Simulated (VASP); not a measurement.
# TiAl3 (I4/mmm) in VASP: further runs

The runs below take TiAl3 through single point, with PBEsol, LDA.

All numbers are computed with VASP 6.6.1; they aren't measurements. Logs are shortened: lines on timing, memory, paths and dates and some standing lists are left out, and cuts for length are marked.

### 1 The cell of the first run

Symmetry: I4/mmm, No. 139, tetragonal system. The conventional cell has a = 3.822 Å, b = 3.822 Å, c = 8.219 Å, α = 90.00°, β = 90.00°, γ = 90.00°. Within 3.6 Å of Ti (site symmetry 4/mmm) lie 12 Al at 2.70 to 2.81 Å. Al (site symmetry -4m2) has 8 Al at 2.70 to 2.81 Å and 4 Ti at 2.81 Å within 3.6 Å. Within 3.6 Å of Al (site symmetry 4/mmm) lie 4 Ti at 2.70 Å and 8 Al at 2.81 Å.

### 2 Single point, PBEsol

INCAR reads:

```
SYSTEM = TiAl3
ALGO = Normal ; EDIFF = 1E-7
ENCUT = 520 ; GGA = PS
ISIF = 2 ; ISMEAR = -1
LASPH = .True. ; LCHARG = .False.
LREAL = .False. ; LWAVE = .False.
NBANDS = 18 ; NELM = 100
PREC = Accurate ; SIGMA = 0.05
```

KPOINTS reads:

```
k-points
0
Gamma
  10 10 10
  0 0 0
```

POSCAR reads:

```
TiAl3
1.0
   -1.9111067713      1.9111067713      4.1094420429
    1.9111067713     -1.9111067713      4.1094420429
    1.9111067713      1.9111067713     -4.1094420429
Ti Al
1 3
Direct
    0.0000000000      0.0000000000      0.0000000000
    0.2500000000      0.7500000000      0.5000000000
    0.7500000000      0.2500000000      0.5000000000
    0.5000000000      0.5000000000      0.0000000000
```

Potentials or basis: VASP PAW PBE potentials, release 64 (Ti_sv, Al).

Command:

```
$ cat potpaw_PBE.64/Ti_sv/POTCAR potpaw_PBE.64/Al/POTCAR > POTCAR
$ mpirun -np 1 vasp_std > vasp.out
```

OUTCAR:

```text
SYSTEM = TiAl3
   EDIFF = 1E-7
   ENCUT = 520
   GGA = PS
   ISIF = 2
   ISMEAR = -1
   LASPH = .True.
   LREAL = .False.
   NELM = 100
   PREC = Accurate

 ion  position               nearest neighbor table
   1  0.000  0.000  0.000-   4 2.70   4 2.70   4 2.70   4 2.70   3 2.81   2 2.81   3 2.81   2 2.81
                             3 2.81   3 2.81   2 2.81   2 2.81
   2  0.250  0.750  0.500-   3 2.70   3 2.70   3 2.70   3 2.70   4 2.81   1 2.81   4 2.81   4 2.81
                             1 2.81   1 2.81   4 2.81   1 2.81
   3  0.750  0.250  0.500-   2 2.70   2 2.70   2 2.70   2 2.70   4 2.81   1 2.81   4 2.81   1 2.81
                             4 2.81   4 2.81   1 2.81   1 2.81
   4  0.500  0.500  0.000-   1 2.70   1 2.70   1 2.70   1 2.70   3 2.81   2 2.81   3 2.81   3 2.81
                             2 2.81   2 2.81   3 2.81   2 2.81

  LATTYP: Found a body centered tetragonal cell.
 ALAT       =     3.8222135426
 C/A-ratio  =     2.1502943240

  Lattice vectors:

 A1 = (  -1.9111067713,   1.9111067713,   4.1094420429)
 A2 = (   1.9111067713,  -1.9111067713,   4.1094420429)
 A3 = (   1.9111067713,   1.9111067713,  -4.1094420429)

Analysis of symmetry for initial positions (statically):
=====================================================================
 Subroutine PRICEL returns:
 Original cell was already a primitive cell.

 Routine SETGRP: Setting up the symmetry group for a
 body centered tetragonal supercell.

 Subroutine GETGRP returns: Found 16 space group operations
 (whereof 16 operations were pure point group operations)
 out of a pool of 16 trial point group operations.

The static configuration has the point symmetry D_4h.

Analysis of symmetry for dynamics (positions and initial velocities):
=====================================================================
 Subroutine PRICEL returns:
 Original cell was already a primitive cell.

 Routine SETGRP: Setting up the symmetry group for a
 body centered tetragonal supercell.

 Subroutine GETGRP returns: Found 16 space group operations
 (whereof 16 operations were pure point group operations)
 out of a pool of 16 trial point group operations.

The dynamic configuration has the point symmetry D_4h.

 Subroutine INISYM returns: Found 16 space group operations
 (whereof 16 operations are pure point group operations),
 and found     1 'primitive' translations

----------------------------------------------------------------------------------------

                                     Primitive cell

  volume of cell :      60.0361

  direct lattice vectors                    reciprocal lattice vectors
    -1.911106771  1.911106771  4.109442043     0.000000000  0.261628501  0.121671019
     1.911106771 -1.911106771  4.109442043     0.261628501  0.000000000  0.121671019
     1.911106771  1.911106771 -4.109442043     0.261628501  0.261628501  0.000000000

  length of vectors
     4.918553861  4.918553861  4.918553861     0.288536496  0.288536496  0.369998575

  position of ions in fractional coordinates (direct lattice)
     0.000000000  0.000000000  0.000000000
     0.250000000  0.750000000  0.500000000
     0.750000000  0.250000000  0.500000000
     0.500000000  0.500000000  0.000000000

  ion indices of the primitive-cell ions
   primitive index   ion index
                 1           1
                 2           2
                 3           3
                 4           4

----------------------------------------------------------------------------------------

 KPOINTS: k-points

Automatic generation of k-mesh.
 Grid dimensions read from file:
 generate k-points for:   10   10   10

 Generating k-lattice:

  Cartesian coordinates                     Fractional coordinates (reciprocal lattice)
     0.000000000  0.026162850  0.012167102     0.100000000  0.000000000  0.000000000
     0.026162850  0.000000000  0.012167102     0.000000000  0.100000000  0.000000000
     0.026162850  0.026162850  0.000000000     0.000000000  0.000000000  0.100000000

  Length of vectors
     0.028853650  0.028853650  0.036999857

  Shift w.r.t. Gamma in fractional coordinates (k-lattice)
     0.000000000  0.000000000  0.000000000

 Subroutine IBZKPT returns following result:
 ===========================================

 Found    102 irreducible k-points:

 Following reciprocal coordinates:
            Coordinates               Weight
  0.000000  0.000000  0.000000      1.000000
  0.100000 -0.000000  0.000000      8.000000
  0.200000 -0.000000  0.000000      8.000000
  0.300000 -0.000000  0.000000      8.000000
  0.400000 -0.000000  0.000000      8.000000
  0.500000 -0.000000  0.000000      4.000000
[... 16 lines left out ...]
  0.300000  0.300000  0.000000      8.000000
  0.400000  0.300000  0.000000     16.000000
 [... further k-points ...]
   k-points           NKPTS =    102   k-points in BZ     NKDIM =    102   number of bands    NBANDS=     18
   number of dos      NEDOS =    301   number of ions     NIONS =      4
   total plane-waves  NPLWV =  64000
   dimension x,y,z NGX =    40 NGY =   40 NGZ =   40
   dimension x,y,z NGXF=    80 NGYF=   80 NGZF=   80
   ions per type =               1   3
   NGX,Y,Z   is equivalent  to a cutoff of  13.52, 13.52, 13.52 a.u.
   NGXF,Y,Z  is equivalent  to a cutoff of  27.04, 27.04, 27.04 a.u.
 SYSTEM =  TiAl3
   PREC   = accura    normal or accurate (medium, high low for compatibility)
   ISTART =      0    job   : 0-new  1-cont  2-samecut
   ICHARG =      2    charge: 1-file 2-atom 10-const
   ISPIN  =      1    spin polarized calculation?
   LNONCOLLINEAR =      F non collinear calculations
   LSORBIT =      F    spin-orbit coupling
   LASPH  =      T    aspherical Exc in radial PAW
   ENCUT  =  520.0 eV  38.22 Ry    6.18 a.u.   9.15  9.15  9.15*2*pi/ulx,y,z
   NELM   =    100;   NELMIN=  2; NELMDL= -5     # of ELM steps
   EDIFF  = 0.1E-06   stopping-criterion for ELM
   LREAL  =      F    real-space projection
   EDIFFG = 0.1E-05   stopping-criterion for IOM
   NSW    =      0    number of steps for IOM
   IBRION =     -1    ionic relax: 0-MD 1-quasi-New 2-CG
   NFREE  =      0    steps in history (QN), initial steepest desc. (CG)
   ISIF   =      2    stress and relaxation
   ISYM   =      2    0-nonsym 1-usesym 2-fastsym
   POTIM  = 0.5000    time-step for ionic-motion
   TEBEG  =    0.0;   TEEND  =   0.0 temperature during run
   PSTRESS=    0.0 pullay stress
   NELECT =      21.0000    total number of electrons
   NUPDOWN=      -1.0000    fix difference up-down
   EMIN   =  10.00;   EMAX   =-10.00  energy-range for DOS
   EFERMI =   0.00;   METHOD = LEGACY
   ISMEAR =    -1;   SIGMA  =   0.05  broadening in eV -4-tet -1-fermi 0-gaus
   EFERMI_NEDOS =   21; number of points for ismear=-14 and -15
   IALGO  =     38    algorithm
   IMIX   =      4    mixing-type and parameters
     AMIX     =   0.40;   BMIX     =  1.00
     AMIX_MAG =   1.60;   BMIX_MAG =  1.00
  volume/ion in A,a.u.               =      15.01       101.29
  Fermi-wavevector in a.u.,A,eV,Ry     =   1.153481  2.179763 18.102794  1.330518
  Thomas-Fermi vector in A             =   2.290124
   LORBIT       =      0    0 simple, 1 ext, 2 COOP (PROOUT), +10 PAW based schemes
   GGA     = PS    functional components
   LHFCALC =     F    Hartree Fock is set to
   AEXX    =    0.0000 exact exchange contribution
   IVDW    =     0    specifies the selected vdW correction
   LEPSILON=     F    determine dielectric tensor
   LRPA    =     F    only Hartree local field effects (RPA)
 non-spin polarized calculation
  energy-cutoff  :      520.00
  volume of cell :       60.04
 maximum number of plane-waves:      1638
 NGX is ok and might be reduce to    40
   NGX = 19   NGY = 19   NGZ = 19

 number of electron      21.0000001 magnetization

 Free energy of the ion-electron system (eV)
  ---------------------------------------------------
  ext. energy  EPLUGINS =         0.00000000
  ---------------------------------------------------
  free energy    TOTEN  =       -22.16597916 eV

  energy without entropy =      -22.15252595  energy(sigma->0) =      -22.15925256

 E-fermi :   8.7123     XC(G=0): -11.0443

 val. band max:        8.7083696972   @ k =  -0.3000  -0.3000   0.3000
 cond. band min:       8.7371354310   @ k =   0.5000   0.5000   0.3000
 fundamental gap:      0.0287657338
 Fermi energy:         8.7122756822

 k-point     1 :       0.0000    0.0000    0.0000
  band No.  band energies     occupation
      1     -47.3855      2.00000
      2     -23.8226      2.00000
      3     -23.8226      2.00000
      4     -23.7294      2.00000
      5      -1.6197      2.00000
      6       6.1283      2.00000
[... 10 lines left out ...]
     17      12.8314      0.00000
     18      13.0502      0.00000

 k-point     2 :       0.1000   -0.0000    0.0000
  band No.  band energies     occupation
      1     -47.3854      2.00000
      2     -23.8255      2.00000
      3     -23.8225      2.00000
      4     -23.7294      2.00000
      5      -1.4921      2.00000
      6       5.5844      2.00000
[... 10 lines left out ...]
     17      13.0591      0.00000
     18      13.4754      0.00000

 k-point     3 :       0.2000   -0.0000    0.0000
  band No.  band energies     occupation
      1     -47.3850      2.00000
      2     -23.8331      2.00000
      3     -23.8220      2.00000
      4     -23.7292      2.00000
      5      -1.1134      2.00000
      6       4.8482      2.00000
[... 10 lines left out ...]
     17      13.2856      0.00000
     18      14.4034      0.00000

 k-point     4 :       0.3000   -0.0000    0.0000
  band No.  band energies     occupation
      1     -47.3846      2.00000
      2     -23.8423      2.00000
      3     -23.8214      2.00000
      4     -23.7290      2.00000
      5      -0.4959      2.00000
      6       3.7916      2.00000
[... 375 lines left out ...]
      4     -23.7282      2.00000
      5      -0.7921      2.00000
      6       5.6030      2.00000
[... 10 lines left out ...]
     17      12.9910      0.00000
     18      14.7475      0.00000

 k-point    23 :       0.3000    0.3000    0.0000
  band No.  band energies     occupation
      1     -47.3837      2.00000
      2     -23.8405      2.00000
      3     -23.8399      2.00000
      4     -23.7281      2.00000
      5       0.9082      2.00000
      6       3.5180      2.00000
[... 10 lines left out ...]
     17      14.5629      0.00000
     18      15.5460      0.00000

 k-point    24 :       0.4000    0.3000    0.0000
  band No.  band energies     occupation
      1     -47.3833      2.00000
      2     -23.8473      2.00000
      3     -23.8393      2.00000
      4     -23.7273      2.00000
      5       1.7437      2.00000
      6       2.8331      2.00000
[... 10 lines left out ...]
     17      13.8159      0.00000
     18      15.2596      0.00000

 [... further k-points ...]

------------------------ aborting loop because EDIFF is reached ----------------------------------------

  FORCE on cell =-STRESS in cart. coord.  units (eV):
  Direction    XX          YY          ZZ          XY          YZ          ZX
  --------------------------------------------------------------------------------------
  -------------------------------------------------------------------------------------
  Total        0.6795151      0.6795151      3.5774484      0.0000000      0.0000000      0.0000000
  in kB       18.1341381     18.1341381     95.4709427      0.0000000      0.0000000      0.0000000
  external PRESSURE =      43.9130730 kB  Pullay stress =       0.0000000 kB

 VOLUME and BASIS-vectors are now :
 -----------------------------------------------------------------------------
  energy-cutoff  :      520.00
  volume of cell :       60.04
      direct lattice vectors                 reciprocal lattice vectors
    -1.911106771  1.911106771  4.109442043     0.000000000  0.261628501  0.121671019
     1.911106771 -1.911106771  4.109442043     0.261628501  0.000000000  0.121671019
     1.911106771  1.911106771 -4.109442043     0.261628501  0.261628501  0.000000000

 POSITION                                       TOTAL-FORCE (eV/Angst)
 -----------------------------------------------------------------------------------
      0.00000      0.00000      0.00000         0.000000     -0.000000     -0.000000
      1.91111      0.00000      2.05472        -0.000000      0.000000     -0.000000
      0.00000      1.91111      2.05472        -0.000000     -0.000000      0.000000
      0.00000      0.00000      4.10944         0.000000     -0.000000     -0.000000
 -----------------------------------------------------------------------------------
    total drift:                               -0.000000     -0.000000      0.000000

  FREE ENERGIE OF THE ION-ELECTRON SYSTEM (eV)
  ---------------------------------------------------
  free  energy   TOTEN  =       -22.1659791649 eV

  energy  without entropy=      -22.1525259488  energy(sigma->0) =      -22.15925256
```

Wall time 6.2 min (1 thread of Intel Xeon 8259CL, shared host); peak memory 0.3 GiB.

What came out:

```yaml
Free_energy: -22.1660 eV
Pressure: 4.4 GPa
```

Levels at points of the mesh, in eV from the Fermi level:
```
           k point  band 7  band 8  band 9  band 10  band 11  band 12  band 13  band 14  band 15  band 16
(0.00, 0.00, 0.00)   -2.37   -1.58   -1.42    -1.42     0.81     1.64     1.64     2.22     2.55     4.12
(0.50, 0.00, 0.00)   -3.66   -2.76   -1.22    -0.18     0.45     1.80     1.96     2.88     3.00     4.72
(0.50, 0.50, 0.00)   -4.49   -3.84   -2.82    -2.13    -0.93     1.76     1.94     3.05     3.06     3.55
(0.50, 0.50, 0.50)   -2.25   -1.13   -1.13    -0.27     0.69     0.69     0.98     3.20     5.06     6.38
```

Caveat: the PAW data sets were made with another functional, which shifts forces and pressure a little.

### 3 Single point, PBEsol

This run uses another cell than the first one, of 15.32 Å³/atom, 1.021 times its volume.

INCAR reads:

```
  ALGO = Normal
  EDIFF = 1E-6
  ENCUT = 520
  GGA = PS
  ISIF = 2
  ISMEAR = -1
  LASPH = True
  LCHARG = False
  LREAL = False
  LWAVE = False
  NBANDS = 18
  NELM = 100
  PREC = Accurate
  SIGMA = 0.05
```

KPOINTS reads:

```
k-points
0
Gamma
  10 10 10
```

POSCAR reads:

```
TiAl3
1.0
   -1.9111067713      1.9111067713      4.1950554188
    1.9111067713     -1.9111067713      4.1950554188
    1.9111067713      1.9111067713     -4.1950554188
Ti Al
1 3
Direct
    0.0000000000      0.0000000000      0.0000000000
    0.2500000000      0.7500000000      0.5000000000
    0.7500000000      0.2500000000      0.5000000000
    0.5000000000      0.5000000000      0.0000000000
```

Potentials or basis: VASP PAW PBE potentials, release 64 (Ti_sv, Al).

Command:

```
$ cat potpaw_PBE.64/Ti_sv/POTCAR potpaw_PBE.64/Al/POTCAR > POTCAR
$ mpirun -np 1 vasp_std > vasp.out
```

Wall time 4.2 min (1 thread of Intel Xeon 8259CL, shared host); peak memory 0.3 GiB.

It converged, with:

```
Free energy : -22.2205 eV
Pressure    : 1.8 GPa
```

Stress tensor (GPa, compression positive):
```
0.54 0.00 0.00
0.00 0.54 0.00
0.00 0.00 4.21
```

Levels at points of the mesh, in eV from the Fermi level:
| k point | band 7 | band 8 | band 9 | band 10 | band 11 | band 12 | band 13 | band 14 | band 15 | band 16 |
| --- | --- | --- | --- | --- | --- | --- | --- | --- | --- | --- |
| (0.00, 0.00, 0.00) | -2.50 | -1.50 | -1.31 | -1.31 | 0.83 | 1.70 | 1.70 | 2.23 | 2.52 | 3.99 |
| (0.50, 0.00, 0.00) | -3.63 | -2.85 | -1.13 | -0.22 | 0.48 | 1.81 | 2.04 | 2.81 | 3.09 | 4.63 |
| (0.50, 0.50, 0.00) | -4.43 | -3.80 | -2.76 | -2.17 | -0.96 | 1.77 | 1.95 | 2.87 | 2.96 | 3.39 |
| (0.50, 0.50, 0.50) | -2.12 | -1.01 | -1.01 | -0.25 | 0.70 | 0.70 | 0.98 | 3.13 | 4.93 | 6.25 |

Caveat: the PAW data sets were made with another functional, which shifts forces and pressure a little.

### 4 Single point, LDA (volume scaled by 0.94)

INCAR reads:

```
SYSTEM = TiAl3
ALGO = Normal
EDIFF = 1E-6
ENCUT = 520
GGA = CA
ISIF = 2
ISMEAR = -1
LASPH = .True.
LCHARG = .False.
LREAL = .False.
LWAVE = .False.
NBANDS = 18
NELM = 100
PREC = Accurate
SIGMA = 0.05
```

KPOINTS reads:

```
k-points
0
Gamma
  10 10 10
  0 0 0
```

POSCAR reads:

```
TiAl3
1.0
   -1.8720936454      1.8720936454      4.1932836873
    1.8720936454     -1.8720936454      4.1932836873
    1.8720936454      1.8720936454     -4.1932836873
Ti Al
1 3
Direct
    0.0000000000      0.0000000000      0.0000000000
    0.2500000000      0.7500000000      0.5000000000
    0.7500000000      0.2500000000      0.5000000000
    0.5000000000      0.5000000000      0.0000000000
```

Potentials or basis: VASP PAW LDA potentials, release 64 (Ti_sv, Al).

Command:

```
$ cat potpaw_LDA.64/Ti_sv/POTCAR potpaw_LDA.64/Al/POTCAR > POTCAR
$ mpirun -np 1 vasp_std > vasp.out
```

Run time: 1.9 min. Hardware: 1 thread of Intel Xeon Platinum 8488C (Sapphire Rapids), shared host; peak memory 0.26 GiB.

Results (log left out):

```yaml
Free_energy: -22.7794 eV
Pressure: 3.8 GPa
```

Levels at points of the mesh, in eV from the Fermi level:
| k point | band 9 | band 10 | band 11 | band 12 | band 13 | band 14 |
| --- | --- | --- | --- | --- | --- | --- |
| (0.00, 0.00, 0.00) | -1.28 | -1.28 | 0.89 | 1.92 | 1.92 | 2.33 |
| (0.50, 0.00, 0.00) | -1.10 | -0.30 | 0.53 | 1.94 | 2.22 | 2.92 |
| (0.50, 0.50, 0.00) | -2.68 | -2.22 | -1.05 | 1.92 | 2.07 | 2.86 |
| (0.50, 0.50, 0.50) | -0.86 | -0.25 | 0.73 | 0.73 | 1.02 | 3.22 |

Caveat: the cell differs from its parent crystal (volume scaled by 0.94).

### 5 The runs side by side

| level | potentials or basis | cell | gap on the mesh (eV) | pressure (GPa) |
| --- | --- | --- | --- | --- |
| PBEsol | VASP PAW PBE potentials, release 64 (Ti_sv, Al) | a = 4.919 Å, angles 134.3, 134.3, 66.7°, 4 atoms | none | 4.4 |
| PBEsol | VASP PAW PBE potentials, release 64 (Ti_sv, Al) | a = 4.990 Å, angles 135.0, 135.0, 65.6°, 4 atoms | none | 1.8 |
| LDA | VASP PAW LDA potentials, release 64 (Ti_sv, Al) | a = 4.959 Å, angles 135.6, 135.6, 64.5°, 4 atoms | none | 3.8 |

Alike in all rows: task single point; no spin polarisation; k mesh 10 × 10 × 10; cutoff (eV) 520; smearing fermi-dirac 0.05 eV.

Caveats: the PAW data sets were made with another functional, which shifts forces and pressure a little (some runs).

Total energies depend on the potentials used, so only differences within one code and one set of settings carry meaning.
